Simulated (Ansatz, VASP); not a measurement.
**One calculation of Y, two programs**

POSCAR

```
Y
1.0
    3.6514992371      0.0000000000      0.0000000000
   -1.8257496185      3.1622911012      0.0000000000
    0.0000000000      0.0000000000      5.7474000000
Y
2
Direct
    0.3333333333      0.6666666667      0.2500000000
    0.6666666667      0.3333333333      0.7500000000
```

The input INCAR.step1:

```
SYSTEM = Y
ALGO     = Normal         ! electronic algorithm
EDIFF    = 1E-4           ! SCF threshold, eV
ENCUT    = 520            ! plane-wave cutoff, eV
GGA      = PE             ! functional
ISMEAR   = -1             ! smearing method
LASPH    = .TRUE.         ! aspherical terms in the spheres
LCHARG   = .FALSE.        ! write CHGCAR
LREAL    = .FALSE.        ! projectors in reciprocal space
LWAVE    = .TRUE.         ! write WAVECAR
NBANDS   = 18             ! bands
NELM     = 80             ! most SCF steps
PREC     = Accurate       ! precision mode
SIGMA    = 0.08           ! smearing width, eV
```

Contents of INCAR.step2:

```
SYSTEM = Y
ALGO     = Normal         ! electronic algorithm
EDIFF    = 1E-8           ! SCF threshold, eV
ENCUT    = 520            ! plane-wave cutoff, eV
ISIF     = 2              ! what is computed and relaxed
ISMEAR   = -1             ! smearing method
ISTART   = 1            
LASPH    = .TRUE.         ! aspherical terms in the spheres
LCHARG   = .FALSE.        ! write CHGCAR
LEFG     = .TRUE.       
LMIXTAU  = .TRUE.       
LREAL    = .FALSE.        ! projectors in reciprocal space
LWAVE    = .FALSE.        ! write WAVECAR
METAGGA  = R2SCAN         ! meta-GGA
NBANDS   = 18             ! bands
NELM     = 80             ! most SCF steps
PREC     = Accurate       ! precision mode
SIGMA    = 0.08           ! smearing width, eV
```

File KPOINTS:

```
k-points
0
G
  12 12 7
  0 0 0
```

Input for Ansatz:

```yaml
crystal:
  lattice:
    - [3.6514992371, 0.0, 0.0]
    - [-1.8257496185, 3.1622911012, 0.0]
    - [0.0, 0.0, 5.7474]
  atoms:
    - { symbol: "Y", position: [0.3333333333, 0.6666666667, 0.25] }
    - { symbol: "Y", position: [0.6666666667, 0.3333333333, 0.75] }
kpoints:
  mp_grid: { grid: [12, 12, 7] }
  band_path:
    path:
      - [0.0, 0.0, 0.0]
      - [0.5, 0.0, 0.0]
      - [0.3333333333, 0.3333333333, 0.0]
      - [0.0, 0.0, 0.0]
      - [0.0, 0.0, 0.5]
      - [0.5, 0.0, 0.5]
      - [0.3333333333, 0.3333333333, 0.5]
      - [0.0, 0.0, 0.5]
      - [0.5, 0.0, 0.5]
    npoints: 5
scf:
  occupations: { method: fermi_dirac, width: 0.08 }
hamiltonian:
  xc: r2scan
  pseudopotentials: { kind: paw }
output:
  forces: true
  stress: true
  eigenvalues: true
  efg: { contact_densities: true }
  write_density: true
  write_potential: true
  elf: true
  volumetric_format: npy
```

Alike in both runs: task electric field gradients; functional r2SCAN; k mesh 12 × 12 × 7; occupations fermi-dirac, width 0.08 eV; no spin polarisation.

|  | VASP | Ansatz |
| --- | --- | --- |
| version | VASP 6.6.1 | Ansatz 0.2.0 |
| potentials or method | VASP PAW PBE potentials, release 64 (Y_sv) | PAW with Ansatz's default frozen-core files, scalar-relativistic |
| plane-wave cutoff (eV) | 520 | 500 |
| valence electrons in the cell | 22 | 22 |

Ansatz gave:

```
pressure (GPa)                                                : 0.5
traceless stress, the component that is largest in VASP (GPa) : -0.58
size of Vzz on the site where it differs most (V/Å²)          : 31.0
```

Q: Estimate VASP's values.

A: Pressure (GPa): 0.5; traceless stress, the component that is largest in VASP (GPa): -0.57; size of Vzz on the site where it differs most (V/Å²): 30.5.

VASP's potentials were made for PBE, not for r2SCAN.
